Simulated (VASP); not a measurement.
Wanted: the native input for a VASP 6.6.1 run.

```yaml
Task: single point
Functional: PBE
Potentials_or_basis: VASP PAW PBE potentials, release 64 (Mg, S)
Cutoff: 520 eV
k_mesh: 8 × 8 × 8
Occupations: gaussian, width 0.05 eV
Spin: no spin polarisation
Dipole_correction: no
Further_INCAR_settings: ALGO = Normal; EDIFF = 1e-06; NBANDS = 11
```

The structure of MgS lies in POSCAR:

```
MgS
1.0
    0.0000000000      2.8097820000      2.6016500000
    2.8097820000      0.0000000000      2.6016500000
    2.8097820000      2.8097820000      0.0000000000
Mg S
1 1
Direct
    0.0000000000      0.0000000000      0.0000000000
    0.5000000000      0.5000000000      0.5000000000
```

This cell differs from its parent crystal: strain +0.080 along x and y, +0.000 along z.

These files were run (other wordings do the same):

INCAR

```
  PREC = Accurate
  ENCUT = 520
  EDIFF = 1E-6
  ISMEAR = 0
  SIGMA = 0.05
  LREAL = False
  LASPH = True
  NELM = 60
  ALGO = Normal
  ISIF = 2
  LWAVE = False
  LCHARG = False
  GGA = PE
  NBANDS = 11
```

KPOINTS

```
regular mesh
0
Gamma
  8 8 8
```

Potentials or basis: VASP PAW PBE potentials, release 64 (Mg, S).

Launch:

```sh
$ cat potpaw_PBE.64/Mg/POTCAR potpaw_PBE.64/S/POTCAR > POTCAR
$ mpirun -np 1 vasp_std > vasp.out
```

Results of the run:

```
Pressure               : -7.3 GPa
Band gap on the k mesh : 2.19 eV, indirect (least direct gap 2.52 eV)
```

Caveat: the cell differs from its parent crystal (strain +0.080 along x and y, +0.000 along z).

It took 9 s on 1 thread of Intel(R) Xeon(R) 6975P-C (Granite Rapids), with other jobs on the host, peak memory 0.17 GiB.
